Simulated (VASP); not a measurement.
# Zn4SeS3 in VASP: further runs, part 2 of 2

VASP 6.6.1. Earlier steps stand in the parts before.

## 4. Relaxation of cell and atoms, PBE

This run uses another cell than the first one, of 21.15 Å³/atom.

Contents of INCAR:

```
  PREC = Accurate
  ENCUT = 600
  EDIFF = 1E-7
  ISMEAR = 0
  SIGMA = 0.1
  LREAL = False
  LASPH = True
  NELM = 60
  ALGO = Normal
  ISIF = 3
  LWAVE = False
  LCHARG = False
  GGA = PE
  IBRION = 2
  NSW = 80
  EDIFFG = -0.025
```

Contents of KPOINTS:

```
regular mesh
0
Gamma
  4 4 4
```

Contents of POSCAR:

```
Zn4SeS3
1.0
    5.4632702760      0.0143649653     -0.0111035383
    0.0143649653      5.4853376167      0.0008260996
   -0.0111035383      0.0008260996      5.6468780400
Zn Se S
4 1 3
Direct
    0.7377441857      0.7652493617      0.7373862982
    0.7413785140      0.2388745736      0.2630265272
    0.2557324004      0.7707054746      0.2526089881
    0.2561944206      0.2350535320      0.7540310080
   -0.0039936921      0.0047524109     -0.0013059075
    0.5141695944      0.4943834763     -0.0035612934
    0.4984256555      0.0001405248      0.4960140421
    0.0003489214      0.4908406461      0.5018003373
```

Potentials or basis: VASP PAW PBE potentials, release 64 (Zn, Se, S).

The run is started by

```bash
cat potpaw_PBE.64/Zn/POTCAR potpaw_PBE.64/Se/POTCAR potpaw_PBE.64/S/POTCAR > POTCAR
mpirun -np 1 vasp_std > vasp.out
```

OUTCAR:

```text
PREC = Accurate
   ENCUT = 600
   EDIFF = 1E-7
   ISMEAR = 0
   LREAL = False
   LASPH = True
   NELM = 60
   ISIF = 3
   GGA = PE
   IBRION = 2
   NSW = 80
   EDIFFG = -0.025

 ion  position               nearest neighbor table
   1  0.738  0.765  0.737-   7 2.28   6 2.42   5 2.43   8 2.47
   2  0.741  0.239  0.263-   7 2.29   8 2.40   6 2.40   5 2.41
   3  0.256  0.771  0.253-   7 2.29   5 2.38   8 2.51   6 2.53
   4  0.256  0.235  0.754-   7 2.35   5 2.36   6 2.43   8 2.43
   5  0.996  0.005  0.999-   4 2.36   3 2.38   2 2.41   1 2.43
   6  0.514  0.494  0.996-   2 2.40   1 2.42   4 2.43   3 2.53
   7  0.498  0.000  0.496-   1 2.28   3 2.29   2 2.29   4 2.35
   8  0.000  0.491  0.502-   2 2.40   4 2.43   1 2.47   3 2.51

  LATTYP: Found a triclinic cell.
 ALAT       =     7.7215447388
 B/A-ratio  =     0.7103962580
 C/A-ratio  =     0.7313159747
 COS(alpha) =     0.0002917436
 COS(beta)  =     0.0030362085
 COS(gamma) =     0.7066832225

  Lattice vectors:

 A1 = (   5.4489053107,  -5.4709726514,  -0.0119296379)
 A2 = (  -0.0143649653,  -5.4853376167,  -0.0008260996)
 A3 = (   0.0111035383,  -0.0008260996,  -5.6468780400)

Analysis of symmetry for initial positions (statically):
[... 306 lines left out ...]
  ---------------------------------------------------
  free  energy   TOTEN  =       -26.4897398232 eV

  energy  without entropy=      -26.4897398232  energy(sigma->0) =      -26.48973982

[... ionic steps 4 to 9 ...]

--------------------------------------- Ionic step       10  -------------------------------------------

 number of electron      72.0000016 magnetization

------------------------ aborting loop because EDIFF is reached ----------------------------------------
[... 79 lines left out ...]
--------------------------------------- Ionic step       12  -------------------------------------------

 number of electron      72.0000026 magnetization

 Free energy of the ion-electron system (eV)
  ---------------------------------------------------
  ext. energy  EPLUGINS =         0.00000000
  ---------------------------------------------------
  free energy    TOTEN  =       -26.52372258 eV

  energy without entropy =      -26.52372258  energy(sigma->0) =      -26.52372258

 E-fermi :   2.2120     XC(G=0):  -9.4267

 val. band max:        1.7591742629   @ k =   0.0000   0.0000   0.0000
 cond. band min:       3.4766116288   @ k =   0.0000   0.0000   0.0000
 fundamental gap:      1.7174373659
 Fermi energy:         2.2120464694

 k-point     1 :       0.0000    0.0000    0.0000
  band No.  band energies     occupation
      1     -11.2548      2.00000
      2     -10.1450      2.00000
      3     -10.1397      2.00000
      4     -10.0955      2.00000
      5      -4.5737      2.00000
      6      -4.5731      2.00000
[... 1093 lines left out ...]
     42       7.5448      0.00000
     43       7.5606      0.00000

 [... further k-points ...]

------------------------ aborting loop because EDIFF is reached ----------------------------------------

  FORCE on cell =-STRESS in cart. coord.  units (eV):
  Direction    XX          YY          ZZ          XY          YZ          ZX
  --------------------------------------------------------------------------------------
  -------------------------------------------------------------------------------------
  Total       -0.0036565     -0.0429007      0.0782225      0.0080277     -0.0081355      0.0147747
  in kB       -0.0348370     -0.4087347      0.7452617      0.0764838     -0.0775104      0.1407651
  external PRESSURE =       0.1005633 kB  Pullay stress =       0.0000000 kB
[... 23 lines left out ...]
  FREE ENERGIE OF THE ION-ELECTRON SYSTEM (eV)
  ---------------------------------------------------
  free  energy   TOTEN  =       -26.5237225827 eV

  energy  without entropy=      -26.5237225827  energy(sigma->0) =      -26.52372258

 reached required accuracy - stopping structural energy minimisation
```

OSZICAR:

```text
N       E                     dE             d eps       ncg     rms          rms(c)
DAV:   1     0.595224875347E+03    0.59522E+03   -0.36446E+04  3096   0.219E+03
DAV:   2     0.531290579051E+02   -0.54210E+03   -0.52837E+03  3096   0.475E+02
DAV:   3    -0.241657429794E+02   -0.77295E+02   -0.76200E+02  3476   0.160E+02
[... 135 lines left out ...]
DAV:   3    -0.265237466293E+02    0.70488E-04   -0.13627E-04  3965   0.100E-01    0.510E-02
DAV:   4    -0.265237216412E+02    0.24988E-04   -0.58139E-05  3773   0.973E-02    0.125E-02
DAV:   5    -0.265237223590E+02   -0.71782E-06   -0.18074E-05  3409   0.754E-02    0.658E-03
DAV:   6    -0.265237225932E+02   -0.23419E-06   -0.44549E-06  3740   0.279E-02    0.494E-03
DAV:   7    -0.265237225827E+02    0.10466E-07   -0.61963E-07  2816   0.170E-02
  12 F= -.26523723E+02 E0= -.26523723E+02  d E =-.443887E-03
```

Wall time 44 min (1 thread of Oxide Virtual Turin-like, shared host); peak memory 0.49 GiB.

What came out:

* Free energy: -26.5237 eV
* Relaxed volume: 21.02 Å³/atom
* Relaxed cell: a = 5.521 Å, b = 5.527 Å, c = 5.511 Å, α = 89.98°, β = 90.02°, γ = 90.02°
* Space group after relaxing (to 0.1 Å): P-43m (No. 215)
* Energy gained by relaxing: 44.0 meV/atom
* Ionic steps: 12
* Pressure after relaxing: 0.0 GPa
* Largest force after relaxing: 0.021 eV/Å
* Band gap on the k mesh: 1.72 eV

Forces in eV/Å, atoms in the order of the input:
```
Zn   0.002  0.000  0.011
Zn   0.001  0.005 -0.011
Zn   0.008 -0.008  0.013
Zn  -0.012  0.009 -0.003
Se   0.015  0.009 -0.004
S   -0.020 -0.002  0.006
S    0.012 -0.014 -0.005
S   -0.006  0.001 -0.007
```

Stress tensor (GPa, compression positive):
```
 0.00  0.01  0.01
 0.01 -0.04 -0.01
 0.01 -0.01  0.07
```

The path:
```
step  energy change (eV)  largest force (eV/Å)  pressure (GPa)  volume (Å³)
   1              0.0000                1.3572            0.22       169.22
   2             -0.2350                0.7586           -0.48       169.93
   3             -0.3181                0.2614           -0.90       170.64
   4             -0.3438                0.0875            0.38       167.20
   5             -0.3439                0.0909            0.29       167.41
   6             -0.3478                0.0658            0.00       168.16
   7             -0.3483                0.0672           -0.16       168.58
   8             -0.3503                0.0527           -0.04       168.29
   9             -0.3506                0.0543            0.03       168.11
  10             -0.3513                0.0356            0.01       168.17
  11             -0.3516                0.0276           -0.02       168.23
  12             -0.3520                0.0206            0.01       168.16
```

Final structure:
```
Zn Se S
1.0
     5.52140   -0.00106   -0.00149
    -0.00096    5.52681    0.00127
    -0.00083    0.00082    5.51074
Zn Se S
4 1 3
Direct
  0.74346 0.74355 0.74190
  0.74375 0.25644 0.25780
  0.25597 0.74371 0.25498
  0.25704 0.25603 0.74505
  0.99869 0.99991 0.99995
  0.50113 0.50022 0.00005
  0.49900 0.00027 0.49989
  0.00097 0.49986 0.50038
```

Levels at points of the mesh, in eV from the valence-band top:
```
           k point  band 32  band 33  band 34  band 35  band 36  band 37  band 38  band 39  band 40  band 41
(0.00, 0.00, 0.00)    -2.06    -2.06    -0.01    -0.01     0.00     1.72     3.12     3.44     3.45     3.86
(0.50, 0.00, 0.00)    -2.40    -1.38    -1.38    -1.03    -1.03     4.12     4.17     4.44     4.48     5.60
(0.00, 0.50, 0.00)    -2.40    -1.37    -1.37    -1.03    -1.02     4.12     4.17     4.44     4.49     5.58
(0.50, 0.50, 0.00)    -2.22    -1.14    -1.01    -0.72    -0.72     4.43     4.43     4.62     4.65     6.15
(0.00, 0.00, 0.50)    -2.40    -1.38    -1.38    -1.04    -1.03     4.12     4.16     4.44     4.47     5.61
(0.50, 0.00, 0.50)    -2.23    -1.13    -1.00    -0.71    -0.71     4.44     4.45     4.63     4.66     6.16
(0.00, 0.50, 0.50)    -2.23    -1.13    -1.00    -0.71    -0.71     4.44     4.44     4.63     4.66     6.15
(0.50, 0.50, 0.50)    -0.98    -0.97    -0.58    -0.58    -0.57     2.96     2.96     2.97     3.21     6.67
```

## 5. Summary

```tsv
task	cell	k mesh	cutoff (eV)	smearing	gap on the mesh (eV)	pressure (GPa)
relaxation of the atoms	atoms relaxed from a = 5.345 Å, 8 atoms, atomic positions A	6 × 6 × 6	520	gaussian 0.02 eV	2.10	7.9
relaxation of the atoms	atoms relaxed from a = 5.403 Å, 8 atoms, atomic positions B	6 × 6 × 6	520	gaussian 0.02 eV	1.98	4.9
relaxation of cell and atoms	relaxed from a = 5.463, b = 5.485, c = 5.647 Å, angles 90.0, 90.2, 89.7°, 8 atoms, atomic positions C	4 × 4 × 4	600	gaussian 0.1 eV	1.72	0.0
```

Alike in all rows: level PBE; potentials or basis VASP PAW PBE potentials, release 64 (Zn, Se, S); no spin polarisation.

Absolute energies hang on the potentials; compare differences alone.
